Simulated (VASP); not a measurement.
Here is a VASP 6.6.1 calculation.

The input INCAR:

```
PREC = Accurate
ENCUT = 520
EDIFF = 1E-7
ISMEAR = -1
SIGMA = 0.05
LREAL = False
LASPH = True
NELM = 100
ALGO = Normal
ISIF = 2
LWAVE = False
LCHARG = True
GGA = PE
LELF = True
LVHAR = True
NBANDS = 12
```

KPOINTS

```
Automatic mesh
0
Gamma
  17 17 15
```

POSCAR

```
Ga
1.0
    2.5944977070      0.0000000000      0.0000000000
   -1.2972488535      2.2469009243      0.0000000000
    0.0000000000      0.0000000000      2.4930731170
Ga
1
Direct
    0.0000000000      0.0000000000      0.0000000000
```

Potentials or basis: VASP PAW PBE potentials, release 64 (Ga_d).

Run with:

```bash
$ cat potpaw_PBE.64/Ga_d/POTCAR > POTCAR
$ mpirun -np 1 vasp_std > vasp.out
```

Question: What does it give for the pressure?

Answer: 29.3 GPa.
